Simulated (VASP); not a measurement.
# InSe in VASP: a series of runs

Runs on InSe. Level: PBE. Tasks: single point.

Everything below comes from runs of VASP 6.6.1. Logs are shortened: lines on timing, memory, paths and dates and some standing lists are left out, and cuts for length are marked.

### 1 The cell of the first run

The structure is hexagonal, space group P6_3/mmc (No. 194). The conventional cell has a = 4.050 Å, b = 4.050 Å, c = 16.930 Å, α = 90.00°, β = 90.00°, γ = 120.00°. Within 3.3 Å of In (site symmetry 3m) lie 3 Se at 2.52 Å and 1 In at 3.15 Å. Se (site symmetry 3m) has 3 In at 2.52 Å within 3.3 Å.

### 2 Single point, PBE

Contents of INCAR:

```
SYSTEM = InSe
PREC = Accurate
ENCUT = 520
EDIFF = 1E-7
ISMEAR = 0
SIGMA = 0.01
LREAL = .False.
LASPH = .True.
NELM = 100
ALGO = Normal
ISIF = 2
LWAVE = .False.
LCHARG = .True.
GGA = PE
LELF = .True.
LVHAR = .True.
NBANDS = 48
```

Contents of KPOINTS:

```
regular mesh
0
Gamma
  6 6 1
  0 0 0
```

Contents of POSCAR:

```
InSe
1.0
    4.0500000000      0.0000000000      0.0000000000
   -2.0250000000      3.5074028900      0.0000000000
    0.0000000000      0.0000000000     16.9300000000
In Se
4 4
Direct
    0.3333333300      0.6666666700      0.1570000000
    0.6666666700      0.3333333300      0.6570000000
    0.3333333300      0.6666666700      0.3430000000
    0.6666666700      0.3333333300      0.8430000000
    0.3333333300      0.6666666700      0.6020000000
    0.6666666700      0.3333333300      0.1020000000
    0.3333333300      0.6666666700      0.8980000000
    0.6666666700      0.3333333300      0.3980000000
```

Potentials or basis: VASP PAW PBE potentials, release 64 (In_d, Se).

Launch:

```bash
cat potpaw_PBE.64/In_d/POTCAR potpaw_PBE.64/Se/POTCAR > POTCAR
mpirun -np 1 vasp_std > vasp.out
```

OUTCAR:

```text
SYSTEM = InSe
   PREC = Accurate
   ENCUT = 520
   EDIFF = 1E-7
   ISMEAR = 0
   LREAL = .False.
   LASPH = .True.
   NELM = 100
   ISIF = 2
   GGA = PE

 ion  position               nearest neighbor table
   1  0.333  0.667  0.157-   6 2.52   6 2.52   6 2.52   3 3.15
   2  0.667  0.333  0.657-   5 2.52   5 2.52   5 2.52   4 3.15
   3  0.333  0.667  0.343-   8 2.52   8 2.52   8 2.52   1 3.15
   4  0.667  0.333  0.843-   7 2.52   7 2.52   7 2.52   2 3.15
   5  0.333  0.667  0.602-   2 2.52   2 2.52   2 2.52
   6  0.667  0.333  0.102-   1 2.52   1 2.52   1 2.52
   7  0.333  0.667  0.898-   4 2.52   4 2.52   4 2.52
   8  0.667  0.333  0.398-   3 2.52   3 2.52   3 2.52

  LATTYP: Found a hexagonal cell.
 ALAT       =     4.0500000000
 C/A-ratio  =     4.1802469136

  Lattice vectors:

 A1 = (   4.0500000000,   0.0000000000,   0.0000000000)
 A2 = (  -2.0250000000,   3.5074028900,   0.0000000000)
 A3 = (   0.0000000000,   0.0000000000,  16.9300000000)

Analysis of symmetry for initial positions (statically):
=====================================================================
 Subroutine PRICEL returns:
 Original cell was already a primitive cell.

 Routine SETGRP: Setting up the symmetry group for a
 hexagonal supercell.

 Subroutine GETGRP returns: Found 24 space group operations
 (whereof 12 operations were pure point group operations)
 out of a pool of 24 trial point group operations.

The static configuration has the point symmetry D_3d.
 The point group associated with its full space group is D_6h.

Analysis of symmetry for dynamics (positions and initial velocities):
=====================================================================
 Subroutine PRICEL returns:
 Original cell was already a primitive cell.

 Routine SETGRP: Setting up the symmetry group for a
 hexagonal supercell.

 Subroutine GETGRP returns: Found 24 space group operations
 (whereof 12 operations were pure point group operations)
 out of a pool of 24 trial point group operations.

The dynamic configuration has the point symmetry D_3d.
 The point group associated with its full space group is D_6h.

 Subroutine INISYM returns: Found 24 space group operations
 (whereof 12 operations are pure point group operations),
 and found     1 'primitive' translations

----------------------------------------------------------------------------------------

                                     Primitive cell

  volume of cell :     240.4903

  direct lattice vectors                    reciprocal lattice vectors
     4.050000000  0.000000000  0.000000000     0.246913580  0.142555622  0.000000000
    -2.025000000  3.507402890  0.000000000     0.000000000  0.285111244  0.000000000
     0.000000000  0.000000000 16.930000000     0.000000000  0.000000000  0.059066745

  length of vectors
     4.050000000  4.050000004 16.930000000     0.285111244  0.285111244  0.059066745

  position of ions in fractional coordinates (direct lattice)
     0.333333330  0.666666670  0.157000000
     0.666666670  0.333333330  0.657000000
     0.333333330  0.666666670  0.343000000
     0.666666670  0.333333330  0.843000000
     0.333333330  0.666666670  0.602000000
     0.666666670  0.333333330  0.102000000
     0.333333330  0.666666670  0.898000000
     0.666666670  0.333333330  0.398000000

  ion indices of the primitive-cell ions
   primitive index   ion index
                 1           1
                 2           2
                 3           3
                 4           4
                 5           5
                 6           6
                 7           7
                 8           8

----------------------------------------------------------------------------------------

 KPOINTS: regular mesh

Automatic generation of k-mesh.
 Grid dimensions read from file:
 generate k-points for:    6    6    1

 Generating k-lattice:

  Cartesian coordinates                     Fractional coordinates (reciprocal lattice)
     0.041152263  0.023759270  0.000000000     0.166666667  0.000000000  0.000000000
     0.000000000  0.047518541  0.000000000     0.000000000  0.166666667  0.000000000
     0.000000000  0.000000000  0.059066745     0.000000000  0.000000000  1.000000000

  Length of vectors
     0.047518541  0.047518541  0.059066745

  Shift w.r.t. Gamma in fractional coordinates (k-lattice)
     0.000000000  0.000000000  0.000000000

 Subroutine IBZKPT returns following result:
 ===========================================

 Found      7 irreducible k-points:

 Following reciprocal coordinates:
            Coordinates               Weight
  0.000000  0.000000  0.000000      1.000000
  0.166667 -0.000000  0.000000      6.000000
  0.333333 -0.000000  0.000000      6.000000
  0.500000 -0.000000  0.000000      3.000000
  0.166667  0.166667  0.000000      6.000000
  0.333333  0.166667  0.000000     12.000000
  0.333333  0.333333  0.000000      2.000000
   k-points           NKPTS =      7   k-points in BZ     NKDIM =      7   number of bands    NBANDS=     48
   number of dos      NEDOS =    301   number of ions     NIONS =      8
   total plane-waves  NPLWV = 113400
   dimension x,y,z NGX =    30 NGY =   30 NGZ =  126
   dimension x,y,z NGXF=    60 NGYF=   60 NGZF=  252
   ions per type =               4   4
   NGX,Y,Z   is equivalent  to a cutoff of  12.31, 12.31, 12.37 a.u.
   NGXF,Y,Z  is equivalent  to a cutoff of  24.63, 24.63, 24.75 a.u.
 SYSTEM =  InSe
   PREC   = accura    normal or accurate (medium, high low for compatibility)
   ISTART =      0    job   : 0-new  1-cont  2-samecut
   ICHARG =      2    charge: 1-file 2-atom 10-const
   ISPIN  =      1    spin polarized calculation?
   LNONCOLLINEAR =      F non collinear calculations
   LSORBIT =      F    spin-orbit coupling
   LASPH  =      T    aspherical Exc in radial PAW
   ENCUT  =  520.0 eV  38.22 Ry    6.18 a.u.   7.53  7.53 31.48*2*pi/ulx,y,z
   NELM   =    100;   NELMIN=  2; NELMDL= -5     # of ELM steps
   EDIFF  = 0.1E-06   stopping-criterion for ELM
   LREAL  =      F    real-space projection
   EDIFFG = 0.1E-05   stopping-criterion for IOM
   NSW    =      0    number of steps for IOM
   IBRION =     -1    ionic relax: 0-MD 1-quasi-New 2-CG
   NFREE  =      0    steps in history (QN), initial steepest desc. (CG)
   ISIF   =      2    stress and relaxation
   ISYM   =      2    0-nonsym 1-usesym 2-fastsym
   POTIM  = 0.5000    time-step for ionic-motion
   TEBEG  =    0.0;   TEEND  =   0.0 temperature during run
   PSTRESS=    0.0 pullay stress
   NELECT =      76.0000    total number of electrons
   NUPDOWN=      -1.0000    fix difference up-down
   EMIN   =  10.00;   EMAX   =-10.00  energy-range for DOS
   EFERMI =   0.00;   METHOD = LEGACY
   ISMEAR =     0;   SIGMA  =   0.01  broadening in eV -4-tet -1-fermi 0-gaus
   EFERMI_NEDOS =   21; number of points for ismear=-14 and -15
   IALGO  =     38    algorithm
   IMIX   =      4    mixing-type and parameters
     AMIX     =   0.40;   BMIX     =  1.00
     AMIX_MAG =   1.60;   BMIX_MAG =  1.00
  volume/ion in A,a.u.               =      30.06       202.86
  Fermi-wavevector in a.u.,A,eV,Ry     =   1.115099  2.107232 16.918111  1.243446
  Thomas-Fermi vector in A             =   2.251701
   LORBIT       =      0    0 simple, 1 ext, 2 COOP (PROOUT), +10 PAW based schemes
   GGA     = PE    functional components
   LHFCALC =     F    Hartree Fock is set to
   AEXX    =    0.0000 exact exchange contribution
   IVDW    =     0    specifies the selected vdW correction
   LEPSILON=     F    determine dielectric tensor
   LRPA    =     F    only Hartree local field effects (RPA)
 non-spin polarized calculation
 Gauss-broadening in eV      SIGMA  =   0.01
  energy-cutoff  :      520.00
  volume of cell :      240.49
 maximum number of plane-waves:      6531
   NGX = 15   NGY = 15   NGZ = 63

 number of electron      76.0000004 magnetization

 Free energy of the ion-electron system (eV)
  ---------------------------------------------------
  ext. energy  EPLUGINS =         0.00000000
  ---------------------------------------------------
  free energy    TOTEN  =       -26.47637807 eV

  energy without entropy =      -26.47576148  energy(sigma->0) =      -26.47606978

 E-fermi :   4.2301     XC(G=0):  -8.6727

 val. band max:        4.2228754179   @ k =   0.1667  -0.0000   0.0000
 cond. band min:       4.6916458885   @ k =   0.0000   0.0000   0.0000
 fundamental gap:      0.4687704707
 Fermi energy:         4.2301224480

 k-point     1 :       0.0000    0.0000    0.0000
  band No.  band energies     occupation
      1     -10.9966      2.00000
      2     -10.9854      2.00000
      3     -10.8965      2.00000
      4     -10.8790      2.00000
      5     -10.7998      2.00000
      6     -10.7998      2.00000
[... 40 lines left out ...]
     47       8.7084      0.00000
     48       8.7086      0.00000

 k-point     2 :       0.1667   -0.0000    0.0000
  band No.  band energies     occupation
      1     -11.1162      2.00000
      2     -11.1037      2.00000
      3     -11.0757      2.00000
      4     -11.0612      2.00000
      5     -10.7788      2.00000
      6     -10.7784      2.00000
[... 40 lines left out ...]
     47       8.6551      0.00000
     48       8.7531      0.00000

 k-point     3 :       0.3333   -0.0000    0.0000
  band No.  band energies     occupation
      1     -11.2614      2.00000
      2     -11.2522      2.00000
      3     -11.2366      2.00000
      4     -11.2267      2.00000
      5     -10.7411      2.00000
      6     -10.7406      2.00000
[... 40 lines left out ...]
     47       9.2793      0.00000
     48       9.4804      0.00000

 k-point     4 :       0.5000   -0.0000    0.0000
  band No.  band energies     occupation
      1     -11.3162      2.00000
      2     -11.3110      2.00000
      3     -11.2936      2.00000
      4     -11.2881      2.00000
      5     -10.7256      2.00000
      6     -10.7250      2.00000
[... 40 lines left out ...]
     47       9.2954      0.00000
     48       9.6728      0.00000

 k-point     5 :       0.1667    0.1667    0.0000
  band No.  band energies     occupation
      1     -11.2269      2.00000
      2     -11.2163      2.00000
      3     -11.2009      2.00000
      4     -11.1894      2.00000
      5     -10.7562      2.00000
      6     -10.7558      2.00000
[... 40 lines left out ...]
     47       8.5949      0.00000
     48       8.6912      0.00000

 k-point     6 :       0.3333    0.1667    0.0000
  band No.  band energies     occupation
      1     -11.3072      2.00000
      2     -11.3019      2.00000
      3     -11.2864      2.00000
      4     -11.2807      2.00000
      5     -10.7351      2.00000
      6     -10.7345      2.00000
[... 40 lines left out ...]
     47       8.6912      0.00000
     48       9.0181      0.00000

 k-point     7 :       0.3333    0.3333    0.0000
  band No.  band energies     occupation
      1     -11.3214      2.00000
      2     -11.3214      2.00000
      3     -11.3029      2.00000
      4     -11.3029      2.00000
      5     -10.7356      2.00000
      6     -10.7349      2.00000
[... 40 lines left out ...]
     47       9.3084      0.00000
     48       9.5369      0.00000

------------------------ aborting loop because EDIFF is reached ----------------------------------------

  FORCE on cell =-STRESS in cart. coord.  units (eV):
  Direction    XX          YY          ZZ          XY          YZ          ZX
  --------------------------------------------------------------------------------------
  -------------------------------------------------------------------------------------
  Total       15.9815972     15.9815972      2.8203472      0.0000000      0.0000000      0.0000000
  in kB      106.4714393    106.4714396     18.7895128      0.0000000      0.0000000      0.0000000
  external PRESSURE =      77.2441306 kB  Pullay stress =       0.0000000 kB

 VOLUME and BASIS-vectors are now :
 -----------------------------------------------------------------------------
  energy-cutoff  :      520.00
  volume of cell :      240.49
      direct lattice vectors                 reciprocal lattice vectors
     4.050000000  0.000000000  0.000000000     0.246913580  0.142555622  0.000000000
    -2.025000000  3.507402890  0.000000000     0.000000000  0.285111244  0.000000000
     0.000000000  0.000000000 16.930000000     0.000000000  0.000000000  0.059066745

 POSITION                                       TOTAL-FORCE (eV/Angst)
 -----------------------------------------------------------------------------------
     -0.00000      2.33827      2.65801        -0.000000      0.000000      2.875402
      2.02500      1.16913     11.12301         0.000000      0.000000      2.875402
     -0.00000      2.33827      5.80699         0.000000      0.000000     -2.875402
      2.02500      1.16913     14.27199         0.000000     -0.000000     -2.875402
     -0.00000      2.33827     10.19186        -0.000000      0.000000     -1.982822
      2.02500      1.16913      1.72686        -0.000000      0.000000     -1.982822
     -0.00000      2.33827     15.20314         0.000000      0.000000      1.982822
      2.02500      1.16913      6.73814        -0.000000      0.000000      1.982822
 -----------------------------------------------------------------------------------
    total drift:                               -0.000018      0.000010     -0.000005

  FREE ENERGIE OF THE ION-ELECTRON SYSTEM (eV)
  ---------------------------------------------------
  free  energy   TOTEN  =       -26.4763780724 eV

  energy  without entropy=      -26.4757614799  energy(sigma->0) =      -26.47606978
```

It took 1.9 min on 1 thread of Intel Xeon Platinum 8375C at 2.90GHz (Ice Lake), shared host; peak memory 0.34 GiB.

Results:

| Item | Value |
| --- | --- |
| Free energy | -26.4764 eV |
| Pressure | 7.7 GPa |
| Largest force | 2.875 eV/Å |
| Band gap on the k mesh | zero (filled and empty bands overlap) |

Forces in eV/Å, atoms in the order of the input:
```
In   0.000  0.000  2.875
In   0.000  0.000  2.875
In   0.000  0.000 -2.875
In   0.000  0.000 -2.875
Se   0.000  0.000 -1.983
Se   0.000  0.000 -1.983
Se   0.000  0.000  1.983
Se   0.000  0.000  1.983
```

Caveat: the k points lie up to 0.37 Å⁻¹ apart; spin-orbit coupling is left out, which moves the levels of the heavy elements; forces of over 1 eV/Å act on the atoms, so gaps and moduli don't describe the material at rest.

(Continued in part 2 of 2.)
